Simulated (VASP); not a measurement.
Wanted: the native input for a VASP 6.6.1 run.

* Task: single point
* Functional: PBEsol
* Dispersion: D3(BJ)
* Potentials or basis: VASP PAW PBE potentials, release 64 (Sn_d, O)
* Cutoff: 520 eV
* k mesh: 12 × 12 × 10
* Occupations: gaussian, width 0.15 eV
* Spin: no spin polarisation
* Dipole correction: no
* Further INCAR settings: ALGO = Normal; EDIFF = 1e-07; NBANDS = 28

The structure of SnO lies in POSCAR:

```
SnO
1.0
    3.8970500000      0.0000000000      0.0000000000
    0.0000000000      3.8970500000      0.0000000000
    0.0000000000      0.0000000000      4.7151000000
Sn O
2 2
Direct
    0.0000000000      0.5000000000      0.2385000000
    0.5000000000      0.0000000000      0.7615000000
    0.0000000000      0.0000000000      0.0000000000
    0.5000000000      0.5000000000      0.0000000000
```

This cell differs from its parent crystal: strain +0.025 along x and y, -0.025 along z.

These files were run (other wordings do the same):

INCAR

```
PREC     = Accurate       # precision mode
ENCUT    = 520            # plane-wave cutoff, eV
EDIFF    = 1E-7           # SCF threshold, eV
ISMEAR   = 0              # smearing method
SIGMA    = 0.15           # smearing width, eV
LREAL    = F              # projectors in reciprocal space
LASPH    = T              # aspherical terms in the spheres
NELM     = 100            # most SCF steps
ALGO     = Normal         # electronic algorithm
ISIF     = 2              # what is computed and relaxed
LWAVE    = F              # write WAVECAR
LCHARG   = T              # write CHGCAR
GGA      = PS             # functional
IVDW     = 12             # dispersion correction
LELF     = T              # ELF
LVHAR    = T            
NBANDS   = 28             # bands
```

KPOINTS

```
Automatic mesh
0
Gamma
  12 12 10
```

Potentials or basis: VASP PAW PBE potentials, release 64 (Sn_d, O).

Run with:

```sh
$ cat potpaw_PBE.64/Sn_d/POTCAR potpaw_PBE.64/O/POTCAR > POTCAR
$ mpirun -np 1 vasp_std > vasp.out
```

It gave:

The pressure is -4.7 GPa and the largest force is 0.027 eV/Å. The band gap on the k mesh is 0.30 eV, indirect (least direct gap 1.85 eV) and the dispersion energy per atom is -0.211 eV.

Caveat: the cell differs from its parent crystal (strain +0.025 along x and y, -0.025 along z); the PAW data sets were made with another functional, which shifts forces and pressure a little; spin-orbit coupling is left out, which moves the levels of the heavy elements.

Run time: 2.6 min on 1 thread of Intel(R) Xeon(R) 6975P-C (Granite Rapids), with other jobs on the host, peak memory 0.38 GiB.
